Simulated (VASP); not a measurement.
# CuRu4 (P6/mmm) in VASP: notebook

Runs on CuRu4. Level: PBE. Tasks: single point.

All numbers are computed with VASP 6.6.1; they aren't measurements. Logs are shortened: lines on timing, memory, paths and dates and some standing lists are left out, and cuts for length are marked.

**1. The cell of the first run**

It takes space group P6/mmm (No. 191, hexagonal). The conventional cell has a = 4.394 Å, b = 4.394 Å, c = 4.482 Å, α = 90.00°, β = 90.00°, γ = 120.00°. Within 2.9 Å of Cu (site symmetry 6/mmm) lie 8 Ru at 2.20 to 2.24 Å. Ru (site symmetry mmm) has 4 Ru at 2.20 Å and 2 Cu at 2.20 Å within 2.9 Å. Within 3.0 Å of Ru (site symmetry 6/mmm) lie 2 Cu at 2.24 Å.

**2. Single point, PBE**

INCAR

```
SYSTEM = CuRu4
  ALGO = Normal
  EDIFF = 1E-7
  ENCUT = 520
  GGA = PE
  ISIF = 2
  ISMEAR = 0
  LASPH = .True.
  LCHARG = .True.
  LELF = .True.
  LREAL = .False.
  LVHAR = .True.
  LWAVE = .False.
  NBANDS = 42
  NELM = 60
  PREC = Accurate
  SIGMA = 0.1
```

KPOINTS

```
k-points
0
Gamma
  6 6 4
  0 0 0
```

POSCAR

```
CuRu4
1.0
    4.3935550000      0.0000000000      0.0000000000
   -2.1967775000      3.8049302400      0.0000000000
    0.0000000000      0.0000000000      4.4818735200
Cu Ru
1 4
Direct
    0.0000000000      0.0000000000      0.5000000000
    0.5000000000      0.0000000000      0.5000000000
    0.0000000000      0.5000000000      0.5000000000
    0.5000000000      0.5000000000      0.5000000000
    0.0000000000      0.0000000000      0.0000000000
```

Potentials or basis: VASP PAW PBE potentials, release 64 (Cu, Ru_pv).

Launch:

```sh
$ cat potpaw_PBE.64/Cu/POTCAR potpaw_PBE.64/Ru_pv/POTCAR > POTCAR
$ mpirun -np 1 vasp_std > vasp.out
```

OUTCAR:

```text
SYSTEM = CuRu4
   EDIFF = 1E-7
   ENCUT = 520
   GGA = PE
   ISIF = 2
   ISMEAR = 0
   LASPH = .True.
   LREAL = .False.
   NELM = 60
   PREC = Accurate

 ion  position               nearest neighbor table
   1  0.000  0.000  0.500-   3 2.20   4 2.20   3 2.20   4 2.20   2 2.20   2 2.20   5 2.24   5 2.24

   2  0.500  0.000  0.500-   3 2.20   4 2.20   4 2.20   3 2.20   1 2.20   1 2.20   5 3.14   5 3.14
                             5 3.14   5 3.14
   3  0.000  0.500  0.500-   1 2.20   2 2.20   1 2.20   2 2.20   4 2.20   4 2.20   5 3.14   5 3.14
                             5 3.14   5 3.14
   4  0.500  0.500  0.500-   1 2.20   2 2.20   2 2.20   1 2.20   3 2.20   3 2.20   5 3.14   5 3.14
                             5 3.14   5 3.14
   5  0.000  0.000  0.000-   1 2.24   1 2.24   4 3.14   3 3.14   3 3.14   4 3.14   3 3.14   3 3.14
                             4 3.14   4 3.14   2 3.14   2 3.14   2 3.14   2 3.14

  LATTYP: Found a hexagonal cell.
 ALAT       =     4.3935550000
 C/A-ratio  =     1.0201018355

  Lattice vectors:

 A1 = (   4.3935550000,   0.0000000000,   0.0000000000)
 A2 = (  -2.1967775000,   3.8049302400,   0.0000000000)
 A3 = (   0.0000000000,   0.0000000000,   4.4818735200)

Analysis of symmetry for initial positions (statically):
=====================================================================
 Subroutine PRICEL returns:
 Original cell was already a primitive cell.

 Routine SETGRP: Setting up the symmetry group for a
 hexagonal supercell.

 Subroutine GETGRP returns: Found 24 space group operations
 (whereof 24 operations were pure point group operations)
 out of a pool of 24 trial point group operations.

The static configuration has the point symmetry D_6h.

Analysis of symmetry for dynamics (positions and initial velocities):
=====================================================================
 Subroutine PRICEL returns:
 Original cell was already a primitive cell.

 Routine SETGRP: Setting up the symmetry group for a
 hexagonal supercell.

 Subroutine GETGRP returns: Found 24 space group operations
 (whereof 24 operations were pure point group operations)
 out of a pool of 24 trial point group operations.

The dynamic configuration has the point symmetry D_6h.

 Subroutine INISYM returns: Found 24 space group operations
 (whereof 24 operations are pure point group operations),
 and found     1 'primitive' translations

[... 97 lines left out ...]
   LREAL  =      F    real-space projection
   EDIFFG = 0.1E-05   stopping-criterion for IOM
   NSW    =      0    number of steps for IOM
   IBRION =     -1    ionic relax: 0-MD 1-quasi-New 2-CG
   NFREE  =      0    steps in history (QN), initial steepest desc. (CG)
   ISIF   =      2    stress and relaxation
   ISYM   =      2    0-nonsym 1-usesym 2-fastsym
   POTIM  = 0.5000    time-step for ionic-motion
   TEBEG  =    0.0;   TEEND  =   0.0 temperature during run
   PSTRESS=    0.0 pullay stress
   NELECT =      67.0000    total number of electrons
   NUPDOWN=      -1.0000    fix difference up-down
   EMIN   =  10.00;   EMAX   =-10.00  energy-range for DOS
   EFERMI =   0.00;   METHOD = LEGACY
   ISMEAR =     0;   SIGMA  =   0.10  broadening in eV -4-tet -1-fermi 0-gaus
   EFERMI_NEDOS =   21; number of points for ismear=-14 and -15
   IALGO  =     38    algorithm
   IMIX   =      4    mixing-type and parameters
     AMIX     =   0.40;   BMIX     =  1.00
     AMIX_MAG =   1.60;   BMIX_MAG =  1.00
  volume/ion in A,a.u.               =      14.98       101.12
  Fermi-wavevector in a.u.,A,eV,Ry     =   1.577220  2.980514 33.846170  2.487623
  Thomas-Fermi vector in A             =   2.677935
   LORBIT       =      0    0 simple, 1 ext, 2 COOP (PROOUT), +10 PAW based schemes
   GGA     = PE    functional components
   LHFCALC =     F    Hartree Fock is set to
   AEXX    =    0.0000 exact exchange contribution
   IVDW    =     0    specifies the selected vdW correction
   LEPSILON=     F    determine dielectric tensor
   LRPA    =     F    only Hartree local field effects (RPA)
 non-spin polarized calculation
 Gauss-broadening in eV      SIGMA  =   0.10
  energy-cutoff  :      520.00
  volume of cell :       74.92
 maximum number of plane-waves:      2039
 NGX is ok and might be reduce to    36
   NGX = 17   NGY = 17   NGZ = 17

 number of electron      66.9999987 magnetization

 Free energy of the ion-electron system (eV)
  ---------------------------------------------------
  ext. energy  EPLUGINS =         0.00000000
  ---------------------------------------------------
  free energy    TOTEN  =       -25.64720383 eV

  energy without entropy =      -25.59988909  energy(sigma->0) =      -25.62354646

 E-fermi :   9.9728     XC(G=0): -12.5851

 val. band max:        9.9504302963   @ k =   0.3333   0.3333   0.0000
 cond. band min:       9.9997106229   @ k =   0.3333   0.1667   0.2500
 fundamental gap:      0.0492803266
 Fermi energy:         9.9727956040

 k-point     1 :       0.0000    0.0000    0.0000
  band No.  band energies     occupation
      1     -36.5174      2.00000
      2     -34.8343      2.00000
      3     -34.8343      2.00000
      4     -33.5919      2.00000
      5     -32.9695      2.00000
      6     -32.9695      2.00000
[... 934 lines left out ...]
     41      12.8428      0.00000
     42      13.2890      0.00000

------------------------ aborting loop because EDIFF is reached ----------------------------------------

  FORCE on cell =-STRESS in cart. coord.  units (eV):
  Direction    XX          YY          ZZ          XY          YZ          ZX
  --------------------------------------------------------------------------------------
  -------------------------------------------------------------------------------------
  Total       59.0146230     59.0146230      3.6410939      0.0000000     -0.0000000      0.0000000
  in kB     1261.9665896   1261.9665876     77.8610227      0.0000000     -0.0000000      0.0000000
  external PRESSURE =     867.2647333 kB  Pullay stress =       0.0000000 kB

 VOLUME and BASIS-vectors are now :
 -----------------------------------------------------------------------------
  energy-cutoff  :      520.00
  volume of cell :       74.92
      direct lattice vectors                 reciprocal lattice vectors
     4.393555000  0.000000000  0.000000000     0.227606119  0.131408454  0.000000000
    -2.196777500  3.804930240  0.000000000     0.000000000  0.262816908  0.000000000
     0.000000000  0.000000000  4.481873520     0.000000000  0.000000000  0.223120977

 POSITION                                       TOTAL-FORCE (eV/Angst)
 -----------------------------------------------------------------------------------
      0.00000      0.00000      2.24094         0.000000      0.000000      0.000000
      2.19678      0.00000      2.24094         0.000000      0.000000      0.000000
     -1.09839      1.90247      2.24094        -0.000000      0.000000      0.000000
      1.09839      1.90247      2.24094        -0.000000      0.000000      0.000000
      0.00000      0.00000      0.00000        -0.000000      0.000000      0.000000
 -----------------------------------------------------------------------------------
    total drift:                                0.000000      0.000000      0.000000

  FREE ENERGIE OF THE ION-ELECTRON SYSTEM (eV)
  ---------------------------------------------------
  free  energy   TOTEN  =       -25.6472038299 eV

  energy  without entropy=      -25.5998890928  energy(sigma->0) =      -25.62354646
```

Run time: 64 s. Hardware: 1 thread of AMD EPYC 9R45 (Zen 5), shared host; peak memory 0.19 GiB.

Results:

| Property | Result |
| --- | --- |
| Free energy | -25.6472 eV |
| Pressure | 86.7 GPa |

**3. Single point, PBE**

This run uses another cell than the first one, of 19.13 Å³/atom, 1.276 times its volume.

INCAR

```
SYSTEM = CuRu4
  ALGO = Fast
  EDIFF = 1E-6
  ENCUT = 520
  GGA = PE
  ISIF = 2
  ISMEAR = 0
  LASPH = .True.
  LCHARG = .False.
  LREAL = .False.
  LWAVE = .False.
  NBANDS = 42
  NELM = 60
  PREC = Accurate
  SIGMA = 0.1
```

KPOINTS is that of step 2.

POSCAR, as its differences from that of step 2:

```diff
@@ -2,5 +2,5 @@
 1.0
-    4.3935550000      0.0000000000      0.0000000000
-   -2.1967775000      3.8049302400      0.0000000000
-    0.0000000000      0.0000000000      4.4818735200
+    4.9606842258      0.0000000000      0.0000000000
+   -2.4803421129      4.2960785597      0.0000000000
+    0.0000000000      0.0000000000      4.4871261705
 Cu Ru
```

Potentials or basis: VASP PAW PBE potentials, release 64 (Cu, Ru_pv).

Launch:

```sh
$ cat potpaw_PBE.64/Cu/POTCAR potpaw_PBE.64/Ru_pv/POTCAR > POTCAR
$ mpirun -np 1 vasp_std > vasp.out
```

It took 90 s on 1 thread of AMD EPYC 9R45 (Zen 5), shared host; peak memory 0.22 GiB.

It converged, with:

```yaml
Free_energy: -31.8720 eV
Pressure: 0.2 GPa
```

Stress tensor (GPa, compression positive):
```
0.22 0.00 0.00
0.00 0.22 0.00
0.00 0.00 0.11
```

Levels at points of the mesh, in eV from the Fermi level:
```tsv
k point	band 31	band 32	band 33	band 34	band 35	band 36	band 37	band 38
(0.00, 0.00, 0.00)	0.46	0.46	0.69	0.96	0.96	1.15	1.15	1.69
(0.50, 0.00, 0.00)	-1.01	-0.55	-0.42	-0.30	-0.22	0.13	0.23	0.58
(0.00, 0.00, 0.50)	-0.78	0.09	0.09	0.35	0.88	0.88	0.97	0.97
(0.50, 0.00, 0.50)	-1.13	-0.92	-0.60	-0.36	0.10	0.16	0.81	0.86
```
